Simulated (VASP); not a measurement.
# Ta6S in VASP: notebook

Runs on Ta6S. Level: LDA. Tasks: relaxation of the atoms.

Everything below comes from runs of VASP 6.6.1. Logs are shortened: lines on timing, memory, paths and dates and some standing lists are left out, and cuts for length are marked.

## Step 1: The cell of the first run

The cell holds a slab with vacuum, 7 atoms: a = 4.600 Å, b = 4.600 Å, c = 19.902 Å, α = 90.00°, β = 90.00°, γ = 120.00°.

## Step 2: Relaxation of the atoms, LDA

Contents of INCAR:

```
  ALGO = Normal
  DIPOL = 0.5 0.5 0.337
  EDIFF = 1E-7
  EDIFFG = -0.025
  ENCUT = 450
  GGA = CA
  GGA_COMPAT = False
  IBRION = 2
  IDIPOL = 3
  ISIF = 2
  ISMEAR = 0
  KPAR = 4
  LASPH = True
  LCHARG = False
  LDIPOL = True
  LREAL = False
  LWAVE = False
  NELM = 120
  NELMDL = -8
  NELMIN = 4
  NSW = 36
  PREC = Accurate
  SIGMA = 0.1
```

Contents of KPOINTS:

```
k-points
0
Gamma
  6 6 1
```

Contents of POSCAR:

```
Ta6S
1.0
    4.6002247492      0.0000000000      0.0000000000
   -2.3001123746      3.9839114959      0.0000000000
    0.0000000000      0.0000000000     19.9017722044
Ta S
6 1
Selective dynamics
Direct
    0.6666666667      0.3333333333      0.2009871261  F F F
    0.3333333333      0.6666666667      0.2481697054  F F F
    0.0000000000      0.0000000000      0.2953522847  F F F
    0.6666666667      0.3333333333      0.3395777425  F F F
    0.3333333333      0.6666666667      0.3810648003  F F F
    0.0000000000      0.0000000000      0.4221620124  F F F
    0.8888888889      0.4444444444      0.4703989227  F F T
```

Potentials or basis: VASP PAW LDA potentials, release 64 (Ta_pv, S).

Run with:

```bash
> cat potpaw_LDA.64/Ta_pv/POTCAR potpaw_LDA.64/S/POTCAR > POTCAR
> mpirun -np 4 vasp_std > vasp.out
```

OUTCAR:

```text
EDIFF = 1E-7
   EDIFFG = -0.025
   ENCUT = 450
   GGA = CA
   IBRION = 2
   ISIF = 2
   ISMEAR = 0
   LASPH = True
   LREAL = False
   NELM = 120
   NELMDL = -8
   NELMIN = 4
   NSW = 36
   PREC = Accurate

 ion  position               nearest neighbor table
   1  0.667  0.333  0.201-   4 2.76   2 2.82   2 2.82   2 2.82   3 3.25   3 3.25   3 3.25
   2  0.333  0.667  0.248-   5 2.64   1 2.82   1 2.82   3 2.82   3 2.82   3 2.82   1 2.82   4 3.22
                             4 3.22   4 3.22
   3  0.000  0.000  0.295-   6 2.52   4 2.80   4 2.80   4 2.80   2 2.82   2 2.82   2 2.82   5 3.16
                             5 3.16   5 3.16   1 3.25   1 3.25   1 3.25
   4  0.667  0.333  0.340-   7 2.75   1 2.76   5 2.78   5 2.78   5 2.78   3 2.80   3 2.80   3 2.80
                             6 3.12   6 3.12   6 3.12   2 3.22   2 3.22   2 3.22
   5  0.333  0.667  0.381-   7 2.51   2 2.64   6 2.78   6 2.78   6 2.78   4 2.78   4 2.78   4 2.78
                             3 3.16   3 3.16   3 3.16
   6  0.000  0.000  0.422-   3 2.52   7 2.53   7 2.53   5 2.78   5 2.78   5 2.78   4 3.12   4 3.12
                             4 3.12
   7  0.889  0.444  0.470-   5 2.51   6 2.53   6 2.53   4 2.75

  LATTYP: Found a hexagonal cell.
 ALAT       =     4.6002247492
 C/A-ratio  =     4.3262608436

  Lattice vectors:

 A1 = (   4.6002247492,   0.0000000000,   0.0000000000)
 A2 = (  -2.3001123746,   3.9839114959,   0.0000000000)
 A3 = (   0.0000000000,   0.0000000000,  19.9017722044)

Analysis of symmetry for initial positions (statically):
=====================================================================
 Subroutine PRICEL returns:
 Original cell was already a primitive cell.

 Routine SETGRP: Setting up the symmetry group for a
 hexagonal supercell.

 Subroutine GETGRP returns: Found  2 space group operations
 (whereof  2 operations were pure point group operations)
 out of a pool of 24 trial point group operations.

The static configuration has the point symmetry C_1h.

Analysis of symmetry for dynamics (positions and initial velocities):
=====================================================================
 Subroutine PRICEL returns:
 Original cell was already a primitive cell.

 Routine SETGRP: Setting up the symmetry group for a
 hexagonal supercell.

 Subroutine GETGRP returns: Found  2 space group operations
 (whereof  2 operations were pure point group operations)
 out of a pool of 24 trial point group operations.

The dynamic configuration has the point symmetry C_1h.

Analysis of constrained symmetry for selective dynamics:
=====================================================================
 Subroutine PRICEL returns:
 Original cell was already a primitive cell.

 Routine SETGRP: Setting up the symmetry group for a
 hexagonal supercell.

 Subroutine GETGRP returns: Found  2 space group operations
 (whereof  2 operations were pure point group operations)
 out of a pool of 24 trial point group operations.

The constrained configuration has the point symmetry C_1h.

 Subroutine INISYM returns: Found  2 space group operations
 (whereof  2 operations are pure point group operations),
 and found     1 'primitive' translations

----------------------------------------------------------------------------------------

                                     Primitive cell

  volume of cell :     364.7376

  direct lattice vectors                    reciprocal lattice vectors
     4.600224749  0.000000000  0.000000000     0.217380683  0.125504796  0.000000000
    -2.300112375  3.983911496  0.000000000     0.000000000  0.251009592  0.000000000
     0.000000000  0.000000000 19.901772204     0.000000000  0.000000000  0.050246782

  length of vectors
     4.600224749  4.600224749 19.901772204     0.251009592  0.251009592  0.050246782

  position of ions in fractional coordinates (direct lattice)
     0.666666667  0.333333333  0.200987126
     0.333333333  0.666666667  0.248169705
     0.000000000  0.000000000  0.295352285
     0.666666667  0.333333333  0.339577742
     0.333333333  0.666666667  0.381064800
     0.000000000  0.000000000  0.422162012
     0.888888889  0.444444444  0.470398923

  ion indices of the primitive-cell ions
   primitive index   ion index
                 1           1
                 2           2
                 3           3
                 4           4
                 5           5
                 6           6
                 7           7

----------------------------------------------------------------------------------------

 KPOINTS: k-points

Automatic generation of k-mesh.
 Grid dimensions read from file:
 generate k-points for:    6    6    1

 Generating k-lattice:

  Cartesian coordinates                     Fractional coordinates (reciprocal lattice)
     0.036230114  0.020917466  0.000000000     0.166666667  0.000000000  0.000000000
     0.000000000  0.041834932  0.000000000     0.000000000  0.166666667  0.000000000
     0.000000000  0.000000000  0.050246782     0.000000000  0.000000000  1.000000000

  Length of vectors
     0.041834932  0.041834932  0.050246782

  Shift w.r.t. Gamma in fractional coordinates (k-lattice)
     0.000000000  0.000000000  0.000000000

 Subroutine IBZKPT returns following result:
 ===========================================

 Found     13 irreducible k-points:

 Following reciprocal coordinates:
            Coordinates               Weight
  0.000000  0.000000  0.000000      1.000000
  0.166667  0.000000  0.000000      2.000000
  0.000000  0.166667  0.000000      4.000000
  0.333333  0.000000  0.000000      2.000000
  0.000000  0.333333  0.000000      4.000000
  0.500000 -0.000000  0.000000      1.000000
  0.000000  0.500000  0.000000      2.000000
  0.166667  0.166667  0.000000      4.000000
 -0.166667  0.333333  0.000000      2.000000
  0.333333  0.166667  0.000000      4.000000
 -0.166667  0.500000  0.000000      4.000000
  0.500000  0.333333  0.000000      4.000000
  0.333333  0.333333  0.000000      2.000000
   k-points           NKPTS =     13   k-points in BZ     NKDIM =     13   number of bands    NBANDS=     43
   number of dos      NEDOS =    301   number of ions     NIONS =      7
   total plane-waves  NPLWV = 143360
   dimension x,y,z NGX =    32 NGY =   32 NGZ =  140
   dimension x,y,z NGXF=    64 NGYF=   64 NGZF=  280
   ions per type =               6   1
   NGX,Y,Z   is equivalent  to a cutoff of  11.56, 11.56, 11.69 a.u.
   NGXF,Y,Z  is equivalent  to a cutoff of  23.13, 23.13, 23.39 a.u.
 SYSTEM =  unknown system
   PREC   = accura    normal or accurate (medium, high low for compatibility)
   ISTART =      0    job   : 0-new  1-cont  2-samecut
   ICHARG =      2    charge: 1-file 2-atom 10-const
   ISPIN  =      1    spin polarized calculation?
   LNONCOLLINEAR =      F non collinear calculations
   LSORBIT =      F    spin-orbit coupling
   LASPH  =      T    aspherical Exc in radial PAW
   ENCUT  =  450.0 eV  33.07 Ry    5.75 a.u.   7.96  7.96 34.42*2*pi/ulx,y,z
   NELM   =    120;   NELMIN=  4; NELMDL= -8     # of ELM steps
   EDIFF  = 0.1E-06   stopping-criterion for ELM
   LREAL  =      F    real-space projection
   EDIFFG = -.3E-01   stopping-criterion for IOM
   NSW    =     36    number of steps for IOM
   IBRION =      2    ionic relax: 0-MD 1-quasi-New 2-CG
   NFREE  =      1    steps in history (QN), initial steepest desc. (CG)
   ISIF   =      2    stress and relaxation
   ISYM   =      2    0-nonsym 1-usesym 2-fastsym
   POTIM  = 0.5000    time-step for ionic-motion
   TEBEG  =    0.0;   TEEND  =   0.0 temperature during run
   PSTRESS=    0.0 pullay stress
   NELECT =      72.0000    total number of electrons
   NUPDOWN=      -1.0000    fix difference up-down
   EMIN   =  10.00;   EMAX   =-10.00  energy-range for DOS
   EFERMI =   0.00;   METHOD = LEGACY
   ISMEAR =     0;   SIGMA  =   0.10  broadening in eV -4-tet -1-fermi 0-gaus
   EFERMI_NEDOS =   21; number of points for ismear=-14 and -15
   IALGO  =     38    algorithm
   IMIX   =      4    mixing-type and parameters
     AMIX     =   0.40;   BMIX     =  1.00
     AMIX_MAG =   1.60;   BMIX_MAG =  1.00
  volume/ion in A,a.u.               =      52.11       351.62
  Fermi-wavevector in a.u.,A,eV,Ry     =   0.953218  1.801321 12.362584  0.908624
  Thomas-Fermi vector in A             =   2.081853
   LORBIT       =      0    0 simple, 1 ext, 2 COOP (PROOUT), +10 PAW based schemes
   GGA     = CA    functional components
   LHFCALC =     F    Hartree Fock is set to
   AEXX    =    0.0000 exact exchange contribution
   IVDW    =     0    specifies the selected vdW correction
   LEPSILON=     F    determine dielectric tensor
   LRPA    =     F    only Hartree local field effects (RPA)
 conjugate gradient relaxation of ions
 non-spin polarized calculation
 Gauss-broadening in eV      SIGMA  =   0.10
  energy-cutoff  :      450.00
  volume of cell :      364.74
 maximum number of plane-waves:      7932
   NGX = 15   NGY = 15   NGZ = 69

 dipolmoment           0.000000      0.000000     -0.037919 electrons x Angstroem

--------------------------------------- Ionic step        1  -------------------------------------------

 number of electron      72.0000000 magnetization

 Free energy of the ion-electron system (eV)
  ---------------------------------------------------
  ext. energy  EPLUGINS =         0.00000000
  ---------------------------------------------------
  free energy    TOTEN  =       -77.62351277 eV

  energy without entropy =      -77.59135618  energy(sigma->0) =      -77.60743448

------------------------ aborting loop because EDIFF is reached ----------------------------------------

  FORCE on cell =-STRESS in cart. coord.  units (eV):
  Direction    XX          YY          ZZ          XY          YZ          ZX
  --------------------------------------------------------------------------------------
  -------------------------------------------------------------------------------------
  Total       -2.5756794     -3.4385727     -1.0435517      0.7472875      0.2439445      0.4225245
  in kB      -11.3141491    -15.1045679     -4.5839944      3.2825990      1.0715715      1.8560170
  external PRESSURE =     -10.3342371 kB  Pullay stress =       0.0000000 kB
[... 67 lines left out ...]
  energy  without entropy=      -77.6282772157  energy(sigma->0) =      -77.64449270

--------------------------------------- Ionic step        3  -------------------------------------------

 number of electron      72.0000000 magnetization

 dipolmoment           0.000000      0.000000      0.084352 electrons x Angstroem

 Free energy of the ion-electron system (eV)
  ---------------------------------------------------
  ext. energy  EPLUGINS =         0.00000000
  ---------------------------------------------------
  free energy    TOTEN  =       -77.68106387 eV

  energy without entropy =      -77.64788931  energy(sigma->0) =      -77.66447659

 E-fermi :  -0.6354     XC(G=0):  -5.1819

 val. band max:       -0.6457519944   @ k =   0.0000   0.5000   0.0000
 cond. band min:      -0.6283198063   @ k =   0.3333   0.0000   0.0000
 fundamental gap:      0.0174321881
 Fermi energy:        -0.6354126835

 k-point     1 :       0.0000    0.0000    0.0000
  band No.  band energies     occupation
      1     -35.0747      2.00000
      2     -34.9848      2.00000
      3     -34.8646      2.00000
      4     -34.8442      2.00000
      5     -34.8354      2.00000
      6     -34.7436      2.00000
[... 587 lines left out ...]
     42       0.8102      0.00000
     43       1.0443      0.00000

------------------------ aborting loop because EDIFF is reached ----------------------------------------

 vacuum level on the upper side and lower side of the slab       (xc-potential included)         0.309        -0.515

  FORCE on cell =-STRESS in cart. coord.  units (eV):
  Direction    XX          YY          ZZ          XY          YZ          ZX
  --------------------------------------------------------------------------------------
  -------------------------------------------------------------------------------------
  Total       -1.4859571     -2.3522180      0.9717038      0.7502039     -0.0522744     -0.0905418
  in kB       -6.5273421    -10.3325536      4.2683890      3.2954099     -0.2296249     -0.3977216
  external PRESSURE =      -4.1971689 kB  Pullay stress =       0.0000000 kB

 VOLUME and BASIS-vectors are now :
 -----------------------------------------------------------------------------
  energy-cutoff  :      450.00
  volume of cell :      364.74
      direct lattice vectors                 reciprocal lattice vectors
     4.600224749  0.000000000  0.000000000     0.217380683  0.125504796  0.000000000
    -2.300112375  3.983911496  0.000000000     0.000000000  0.251009592  0.000000000
     0.000000000  0.000000000 19.901772204     0.000000000  0.000000000  0.050246782
[... 13 lines left out ...]
  FREE ENERGIE OF THE ION-ELECTRON SYSTEM (eV)
  ---------------------------------------------------
  free  energy   TOTEN  =       -77.6810638736 eV

  energy  without entropy=      -77.6478893105  energy(sigma->0) =      -77.66447659

 reached required accuracy - stopping structural energy minimisation

 vacuum level on the upper side and lower side of the slab         3.814         2.960
```

Wall time 4.1 min (4 MPI ranks of AMD EPYC 7R13 (Zen 3), shared host); peak memory 0.37 GiB.

What came out:

- Free energy: -77.6811 eV
- Energy gained by relaxing: 8.2 meV/atom
- Ionic steps: 3
- Band gap on the k mesh: zero (bands 36 and 37 overlap by 0.15 eV)

The path:
| step | energy change (eV) | largest force on free atoms (eV/Å) | pressure (GPa) |
| --- | --- | --- | --- |
| 1 | 0.0000 | 0.9753 | -1.03 |
| 2 | -0.0372 | 0.5992 | -0.79 |
| 3 | -0.0576 | 0.0015 | -0.42 |

Final structure:
```
Ta S
1.0
     4.60022    0.00000    0.00000
    -2.30011    3.98391    0.00000
     0.00000    0.00000   19.90177
Ta S
6 1
Direct
  0.66667 0.33333 0.20099
  0.33333 0.66667 0.24817
  0.00000 0.00000 0.29535
  0.66667 0.33333 0.33958
  0.33333 0.66667 0.38106
  0.00000 0.00000 0.42216
  0.88889 0.44444 0.46469
```

Levels at points of the mesh, in eV from the Fermi level:
| k point | band 34 | band 35 | band 36 | band 37 | band 38 | band 39 |
| --- | --- | --- | --- | --- | --- | --- |
| (0.00, 0.00, 0.00) | -0.75 | -0.48 | -0.46 | 0.09 | 0.10 | 0.29 |
| (0.50, 0.00, 0.00) | -0.97 | -0.43 | -0.01 | 0.36 | 0.70 | 0.97 |
| (0.00, 0.50, 0.00) | -0.75 | -0.45 | -0.17 | -0.01 | 0.58 | 0.92 |

Caveat: spin-orbit coupling is left out, which moves the levels of the heavy elements.

## Step 3: Relaxation of the atoms, LDA

Contents of INCAR:

```
SYSTEM = Ta6S
ALGO = Normal ; DIPOL = 0.5 0.5 0.345
EDIFF = 1E-6 ; EDIFFG = -0.025
ENCUT = 520 ; IBRION = 2
IDIPOL = 3 ; ISIF = 2
ISMEAR = 0 ; KPAR = 4
LASPH = .True. ; LCHARG = .False.
LDIPOL = .True. ; LREAL = .False.
LWAVE = .False. ; NELM = 60
NSW = 36 ; PREC = Accurate
SIGMA = 0.1
```

Contents of KPOINTS:

```
k-points
0
Gamma
  6 6 1
  0 0 0
```

POSCAR: that of step 2 with these lines changed.

```diff
@@ -15,2 +15,2 @@
     0.0000000000      0.0000000000      0.4221620124  F F F
-    0.8888888889      0.4444444444      0.4703989227  F F T
+    0.1111111111      0.2222222222      0.5286851893  F F T
```

Potentials or basis: VASP PAW LDA potentials, release 64 (Ta_pv, S).

Run with:

```bash
> cat potpaw_LDA.64/Ta_pv/POTCAR potpaw_LDA.64/S/POTCAR > POTCAR
> mpirun -np 4 vasp_std > vasp.out
```

Run time: 5.7 min. Hardware: 4 MPI ranks of Intel Xeon Platinum 8259CL at 2.50GHz (Skylake/Cascade Lake), shared host; peak memory 0.47 GiB.

Results (log left out):

```yaml
Free_energy: -75.3244 eV
Energy_gained_by_relaxing: 17.8 meV/atom
Ionic_steps: 3
Band_gap_on_the_k_mesh: zero (bands 36 and 37 overlap by 0.12 eV)
```

Step by step:
```
step  energy change (eV)  largest force on free atoms (eV/Å)  pressure (GPa)
   1              0.0000                              1.8786           -1.77
   2             -0.1150                              0.5776           -1.23
   3             -0.1243                              0.0087           -1.00
```

Final structure:
```
Ta S
1.0
     4.60022    0.00000    0.00000
    -2.30011    3.98391    0.00000
     0.00000    0.00000   19.90177
Ta S
6 1
Direct
  0.66667 0.33333 0.20099
  0.33333 0.66667 0.24817
  0.00000 0.00000 0.29535
  0.66667 0.33333 0.33958
  0.33333 0.66667 0.38106
  0.00000 0.00000 0.42216
  0.11111 0.22222 0.52252
```

Levels at points of the mesh, in eV from the Fermi level:
```tsv
k point	band 32	band 33	band 34	band 35	band 36	band 37	band 38	band 39	band 40	band 41
(0.00, 0.00, 0.00)	-1.22	-0.85	-0.66	-0.50	-0.19	-0.03	0.31	0.39	0.59	1.44
(0.50, 0.00, 0.00)	-1.13	-0.92	-0.76	-0.60	-0.21	0.13	0.83	0.99	1.21	1.33
(0.00, 0.50, 0.00)	-1.09	-1.07	-0.79	-0.78	-0.23	0.01	0.68	0.90	1.23	1.39
```

Caveat: spin-orbit coupling is left out, which moves the levels of the heavy elements.

The gap in the log of VASP goes by the Fermi energy; the results here count the filled bands.